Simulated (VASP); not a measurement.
# GaW (Pmma) in VASP: further runs

Runs on GaW. Level: PBE. Tasks: single point.

Everything below comes from runs of VASP 6.6.1. Logs are shortened: lines on timing, memory, paths and dates and some standing lists are left out, and cuts for length are marked.

### 1 The cell of the first run

The structure is orthorhombic, space group Pmma (No. 51). Conventional cell: a = 4.661 Å, b = 2.721 Å, c = 4.902 Å, α = 90.00°, β = 90.00°, γ = 90.00°. Within 3.6 Å of Ga (site symmetry mm2) lie 4 Ga at 2.72 to 2.79 Å and 8 W at 2.79 to 2.86 Å. W (site symmetry mm2) has 4 W at 2.72 to 2.77 Å and 8 Ga at 2.79 to 2.86 Å within 3.6 Å.

### 2 Single point, PBE

INCAR reads:

```
SYSTEM = GaW
PREC = Accurate
ENCUT = 520
EDIFF = 1E-6
ISMEAR = 0
SIGMA = 0.1
LREAL = .FALSE.
LASPH = .TRUE.
NELM = 100
ALGO = Normal
ISIF = 2
LWAVE = .FALSE.
LCHARG = .TRUE.
GGA = PE
LELF = .TRUE.
LVHAR = .TRUE.
NBANDS = 35
```

KPOINTS reads:

```
regular mesh
0
G
  4 6 4
  0 0 0
```

POSCAR reads:

```
GaW
1.0
    4.6613349370      0.0000000000      0.0000000000
    0.0000000000      2.7205782687      0.0000000000
    0.0000000000      0.0000000000      4.9024496119
Ga W
2 2
Direct
    0.7500000000      0.0000000000      0.6559905166
    0.2500000000      0.0000000000      0.3440094834
    0.7500000000      0.5000000000      0.1531067423
    0.2500000000      0.5000000000      0.8468932577
```

Potentials or basis: VASP PAW PBE potentials, release 64 (Ga_d, W_sv).

The run is started by

```sh
> cat potpaw_PBE.64/Ga_d/POTCAR potpaw_PBE.64/W_sv/POTCAR > POTCAR
> mpirun -np 1 vasp_std > vasp.out
```

OUTCAR:

```text
SYSTEM = GaW
   PREC = Accurate
   ENCUT = 520
   EDIFF = 1E-6
   ISMEAR = 0
   LREAL = .FALSE.
   LASPH = .TRUE.
   NELM = 100
   ISIF = 2
   GGA = PE

 ion  position               nearest neighbor table
   1  0.750  0.000  0.656-   2 2.79   2 2.79   3 2.79   3 2.79   3 2.82   3 2.82   4 2.86   4 2.86
                             4 2.86   4 2.86
   2  0.250  0.000  0.344-   1 2.79   1 2.79   4 2.79   4 2.79   4 2.82   4 2.82   3 2.86   3 2.86
                             3 2.86   3 2.86
   3  0.750  0.500  0.153-   4 2.77   4 2.77   1 2.79   1 2.79   1 2.82   1 2.82   2 2.86   2 2.86
                             2 2.86   2 2.86
   4  0.250  0.500  0.847-   3 2.77   3 2.77   2 2.79   2 2.79   2 2.82   2 2.82   1 2.86   1 2.86
                             1 2.86   1 2.86

  LATTYP: Found a simple orthorhombic cell.
 ALAT       =     2.7205782687
 B/A-ratio  =     1.7133618211
 C/A-ratio  =     1.8019880804

  Lattice vectors:

 A1 = (   0.0000000000,  -2.7205782687,   0.0000000000)
 A2 = (   4.6613349370,   0.0000000000,   0.0000000000)
 A3 = (   0.0000000000,   0.0000000000,   4.9024496119)

Analysis of symmetry for initial positions (statically):
=====================================================================
 Subroutine PRICEL returns:
 Original cell was already a primitive cell.

 Routine SETGRP: Setting up the symmetry group for a
 simple orthorhombic supercell.

 Subroutine GETGRP returns: Found  8 space group operations
 (whereof  4 operations were pure point group operations)
 out of a pool of  8 trial point group operations.

The static configuration has the point symmetry C_2h.
 The point group associated with its full space group is D_2h.

Analysis of symmetry for dynamics (positions and initial velocities):
=====================================================================
 Subroutine PRICEL returns:
 Original cell was already a primitive cell.

 Routine SETGRP: Setting up the symmetry group for a
 simple orthorhombic supercell.

 Subroutine GETGRP returns: Found  8 space group operations
 (whereof  4 operations were pure point group operations)
 out of a pool of  8 trial point group operations.

The dynamic configuration has the point symmetry C_2h.
 The point group associated with its full space group is D_2h.

 Subroutine INISYM returns: Found  8 space group operations
 (whereof  4 operations are pure point group operations),
 and found     1 'primitive' translations

----------------------------------------------------------------------------------------

                                     Primitive cell
[... 82 lines left out ...]
   ions per type =               2   2
   NGX,Y,Z   is equivalent  to a cutoff of  12.84, 12.22, 12.21 a.u.
   NGXF,Y,Z  is equivalent  to a cutoff of  25.68, 24.44, 24.42 a.u.
 SYSTEM =  GaW
   PREC   = accura    normal or accurate (medium, high low for compatibility)
   ISTART =      0    job   : 0-new  1-cont  2-samecut
   ICHARG =      2    charge: 1-file 2-atom 10-const
   ISPIN  =      1    spin polarized calculation?
   LNONCOLLINEAR =      F non collinear calculations
   LSORBIT =      F    spin-orbit coupling
   LASPH  =      T    aspherical Exc in radial PAW
   ENCUT  =  520.0 eV  38.22 Ry    6.18 a.u.   8.67  5.06  9.12*2*pi/ulx,y,z
   NELM   =    100;   NELMIN=  2; NELMDL= -5     # of ELM steps
   EDIFF  = 0.1E-05   stopping-criterion for ELM
   LREAL  =      F    real-space projection
   EDIFFG = 0.1E-04   stopping-criterion for IOM
   NSW    =      0    number of steps for IOM
   IBRION =     -1    ionic relax: 0-MD 1-quasi-New 2-CG
   NFREE  =      0    steps in history (QN), initial steepest desc. (CG)
   ISIF   =      2    stress and relaxation
   ISYM   =      2    0-nonsym 1-usesym 2-fastsym
   POTIM  = 0.5000    time-step for ionic-motion
   TEBEG  =    0.0;   TEEND  =   0.0 temperature during run
   PSTRESS=    0.0 pullay stress
   NELECT =      54.0000    total number of electrons
   NUPDOWN=      -1.0000    fix difference up-down
   EMIN   =  10.00;   EMAX   =-10.00  energy-range for DOS
[... 5 lines left out ...]
     AMIX     =   0.40;   BMIX     =  1.00
     AMIX_MAG =   1.60;   BMIX_MAG =  1.00
  volume/ion in A,a.u.               =      15.54       104.89
  Fermi-wavevector in a.u.,A,eV,Ry     =   1.561989  2.951730 33.195608  2.439808
  Thomas-Fermi vector in A             =   2.664973
   LORBIT       =      0    0 simple, 1 ext, 2 COOP (PROOUT), +10 PAW based schemes
   GGA     = PE    functional components
   LHFCALC =     F    Hartree Fock is set to
[... 5 lines left out ...]
 Gauss-broadening in eV      SIGMA  =   0.10
  energy-cutoff  :      520.00
  volume of cell :       62.17
 maximum number of plane-waves:      1700
 NGX is ok and might be reduce to    36
   NGX = 17   NGY = 11   NGZ = 19

 number of electron      54.0000024 magnetization

 Free energy of the ion-electron system (eV)
  ---------------------------------------------------
  ext. energy  EPLUGINS =         0.00000000
  ---------------------------------------------------
  free energy    TOTEN  =       -30.62542532 eV

  energy without entropy =      -30.61632141  energy(sigma->0) =      -30.62087337

 E-fermi :   9.8557     XC(G=0): -12.9158

 val. band max:        9.8530614764   @ k =   0.2500   0.3333   0.0000
 cond. band min:       9.8644085375   @ k =   0.0000   0.1667   0.5000
 fundamental gap:      0.0113470611
 Fermi energy:         9.8557218043

 k-point     1 :       0.0000    0.0000    0.0000
  band No.  band energies     occupation
      1     -64.4710      2.00000
      2     -64.4199      2.00000
      3     -28.9198      2.00000
      4     -28.8121      2.00000
      5     -28.6360      2.00000
      6     -28.3786      2.00000
[... 901 lines left out ...]
     34      13.1281      0.00000
     35      17.4148      0.00000

 [... further k-points ...]
[... 5 lines left out ...]
  --------------------------------------------------------------------------------------
  -------------------------------------------------------------------------------------
  Total        0.1558701      0.1581686      0.1458220      0.0000000      0.0000000      0.0000000
  in kB        4.0168787      4.0761116      3.7579328      0.0000000      0.0000000      0.0000000
  external PRESSURE =       3.9503077 kB  Pullay stress =       0.0000000 kB

 VOLUME and BASIS-vectors are now :
 -----------------------------------------------------------------------------
  energy-cutoff  :      520.00
  volume of cell :       62.17
      direct lattice vectors                 reciprocal lattice vectors
     4.661334937  0.000000000  0.000000000     0.214530819  0.000000000  0.000000000
     0.000000000  2.720578269  0.000000000     0.000000000  0.367568914  0.000000000
     0.000000000  0.000000000  4.902449612     0.000000000  0.000000000  0.203979659

 POSITION                                       TOTAL-FORCE (eV/Angst)
 -----------------------------------------------------------------------------------
      3.49600      0.00000      3.21596        -0.000000      0.000000      0.002821
      1.16533      0.00000      1.68649         0.000000      0.000000     -0.002821
      3.49600      1.36029      0.75060        -0.000000      0.000000      0.001274
      1.16533      1.36029      4.15185        -0.000000     -0.000000     -0.001274
 -----------------------------------------------------------------------------------
    total drift:                                0.000000      0.000000      0.000000

  FREE ENERGIE OF THE ION-ELECTRON SYSTEM (eV)
  ---------------------------------------------------
  free  energy   TOTEN  =       -30.6254253232 eV

  energy  without entropy=      -30.6163214073  energy(sigma->0) =      -30.62087337
```

OSZICAR:

```text
N       E                     dE             d eps       ncg     rms          rms(c)
DAV:   1     0.546699413588E+03    0.54670E+03   -0.29131E+04  2841   0.263E+03
DAV:   2     0.208113197111E+02   -0.52589E+03   -0.51414E+03  2600   0.613E+02
DAV:   3    -0.300584907913E+02   -0.50870E+02   -0.49275E+02  2962   0.163E+02
DAV:   4    -0.318315202427E+02   -0.17730E+01   -0.17464E+01  3195   0.304E+01
DAV:   5    -0.318642468440E+02   -0.32727E-01   -0.32646E-01  2931   0.382E+00    0.253E+01
DAV:   6    -0.308147885242E+02    0.10495E+01   -0.23167E+00  2747   0.104E+01    0.931E+00
DAV:   7    -0.306425330397E+02    0.17226E+00   -0.47054E-01  3144   0.576E+00    0.197E+00
DAV:   8    -0.306284002310E+02    0.14133E-01   -0.42617E-02  2732   0.152E+00    0.397E-01
DAV:   9    -0.306254509736E+02    0.29493E-02   -0.65808E-03  3070   0.694E-01    0.127E-01
DAV:  10    -0.306254164303E+02    0.34543E-04   -0.56552E-04  2961   0.228E-01    0.486E-02
DAV:  11    -0.306254255218E+02   -0.90914E-05   -0.53153E-05  3365   0.559E-02    0.121E-02
DAV:  12    -0.306254253232E+02    0.19856E-06   -0.21856E-06  2154   0.139E-02
   1 F= -.30625425E+02 E0= -.30620873E+02  d E =-.910392E-02
```

Wall time 42 s (1 thread of Intel Xeon Platinum 8259CL at 2.50GHz (Skylake/Cascade Lake), shared host); peak memory 0.21 GiB.

What came out:

```yaml
Free_energy: -30.6254 eV
Pressure: 0.4 GPa
Band_gap_on_the_k_mesh: zero (band 27 reaches 10.77 eV, above the bottom of band 28 at 9.02 eV)
```

Forces on the atoms (eV/Å):
```
Ga   0.000  0.000  0.003
Ga   0.000  0.000 -0.003
W    0.000  0.000  0.001
W    0.000  0.000 -0.001
```

Caveat: the k points lie up to 0.38 Å⁻¹ apart; spin-orbit coupling is left out, which moves the levels of the heavy elements.

### 3 Single point, PBE

This run uses another cell than the first one, of 16.85 Å³/atom, 1.084 times its volume.

INCAR reads:

```
  ALGO = Normal
  EDIFF = 1E-7
  ENCUT = 520
  GGA = PE
  ISIF = 2
  ISMEAR = 0
  LASPH = T
  LCHARG = F
  LREAL = F
  LWAVE = F
  NBANDS = 35
  NELM = 80
  PREC = Accurate
  SIGMA = 0.1
```

KPOINTS reads:

```
k-points
0
Gamma
  4 6 4
```

POSCAR reads:

```
GaW
1.0
    4.6379562895      0.0000000000      0.0000000000
    0.0000000000      3.0692357798      0.0000000000
    0.0000000000      0.0000000000      4.7353923460
Ga W
2 2
Direct
    0.7500000000      0.0000000000      0.6870000000
    0.2500000000      0.0000000000      0.3130000000
    0.7500000000      0.5000000000      0.1880000000
    0.2500000000      0.5000000000      0.8120000000
```

Potentials or basis: VASP PAW PBE potentials, release 64 (Ga_d, W_sv).

The run is started by

```sh
> cat potpaw_PBE.64/Ga_d/POTCAR potpaw_PBE.64/W_sv/POTCAR > POTCAR
> mpirun -np 1 vasp_std > vasp.out
```

It took 53 s on 1 thread of Intel Xeon Platinum 8259CL at 2.50GHz (Skylake/Cascade Lake), shared host; peak memory 0.22 GiB.

The run converged. Its results:

| Property | Result |
| --- | --- |
| Free energy | -29.9854 eV |
| Pressure | -14.5 GPa |
| Largest force | 1.261 eV/Å |
| Band gap on the k mesh | zero (band 27 reaches 9.43 eV, above the bottom of band 28 at 7.56 eV) |

Forces in eV/Å, atoms in the order of the input:
```
Ga   0.000  0.000  0.283
Ga   0.000  0.000 -0.283
W    0.000  0.000 -1.261
W    0.000  0.000  1.261
```

Stress tensor (GPa, compression positive):
```
-14.36   0.00   0.00
  0.00 -16.65   0.00
  0.00   0.00 -12.47
```

Levels at points of the mesh, in eV from the Fermi level:
```tsv
k point	band 25	band 26	band 27	band 28	band 29	band 30
(0.00, 0.00, 0.00)	-1.92	0.43	0.61	0.85	1.59	1.85
(0.50, 0.00, 0.00)	-1.52	-1.52	0.33	0.33	1.43	1.43
(0.00, 0.50, 0.00)	-1.76	-0.97	-0.68	0.89	2.29	3.36
(0.50, 0.50, 0.00)	-1.45	-1.45	0.95	0.95	1.54	1.54
(0.00, 0.00, 0.50)	-1.98	-1.01	0.37	0.58	0.59	1.51
(0.50, 0.00, 0.50)	-1.32	-1.32	-0.35	-0.35	2.00	2.00
(0.00, 0.50, 0.50)	-1.16	-0.96	-0.32	-0.04	0.69	1.56
(0.50, 0.50, 0.50)	-1.84	-1.84	-0.01	-0.01	0.45	0.45
```

Caveat: spin-orbit coupling is left out, which moves the levels of the heavy elements; forces of over 1 eV/Å act on the atoms, so gaps and moduli don't describe the material at rest.
